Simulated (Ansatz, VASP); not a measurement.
## AlNi3 in VASP and in Ansatz

File INCAR:

```
  PREC = Accurate
  ENCUT = 520
  EDIFF = 1E-6
  ISMEAR = 0
  SIGMA = 0.1
  LREAL = False
  LASPH = True
  NELM = 150
  ALGO = Normal
  ISIF = 2
  LWAVE = False
  LCHARG = False
  ISPIN = 2
  MAGMOM = 0 -0.3 -0.3 -0.3
  LORBIT = 11
  LMAXMIX = 4
  GGA = PE
  NBANDS = 28
```

File KPOINTS:

```
regular mesh
0
Gamma
  14 14 14
```

The input POSCAR:

```
AlNi3
1.0
    3.4563740546      0.0000000000      0.0000000000
    0.0000000000      3.4563740546      0.0000000000
    0.0000000000      0.0000000000      3.4563740546
Al Ni
1 3
Direct
    0.0000000000      0.0000000000      0.0000000000
    0.0000000000      0.5000000000      0.5000000000
    0.5000000000      0.0000000000      0.5000000000
    0.5000000000      0.5000000000      0.0000000000
```

Input for Ansatz:

```yaml
crystal:
  lattice:
    - [3.4563740546, 0.0, 0.0]
    - [0.0, 3.4563740546, 0.0]
    - [0.0, 0.0, 3.4563740546]
  atoms:
    - { symbol: Al, position: [0.0, 0.0, 0.0] }
    - { symbol: Ni, position: [0.0, 0.5, 0.5], spin: -0.3 }
    - { symbol: Ni, position: [0.5, 0.0, 0.5], spin: -0.3 }
    - { symbol: Ni, position: [0.5, 0.5, 0.0], spin: -0.3 }
basis:
  ecutwfc: 420
kpoints:
  mp_grid: { grid: [14, 14, 14] }
hamiltonian:
  xc: pbe
scf:
  occupations: { method: gaussian, width: 0.1 }
output:
  forces: true
  stress: true
  eigenvalues: true
  populations: true
magnetization:
  spin_polarized: true
```

Alike in both runs: task single point; functional PBE; k mesh 14 × 14 × 14; occupations gaussian, width 0.1 eV; collinear spin.

|  | VASP | Ansatz |
| --- | --- | --- |
| version | VASP 6.6.1 | Ansatz 0.2.0 |
| potentials or method | VASP PAW PBE potentials, release 64 (Al, Ni), cutoff 520 eV | scalar-relativistic, plane waves, PAW |
| valence electrons in the cell | 33 | 57 |

|  | VASP | Ansatz | Ansatz less VASP |
| --- | --- | --- | --- |
| gap on the k mesh at the Fermi level (eV) | none | none | - |
| pressure (GPa) | 21.1 | 21.3 | +0.18 |
| net moment per atom (μB) | 0.17 | 0.17 | +0.006 |
| size of the moment on the site where the two differ most (μB) | 0.23 | 0.25 | +0.021 |

Site moments also hang on the region over which each program counts them. A gap of «none» marks a metal or a gap that the smearing closes. With one functional, cell and mesh, what is left measures potentials, basis and numerics. VASP's potentials hold 33 valence electrons a cell and Ansatz's 57, so a difference there can come from the potentials and not from the codes.
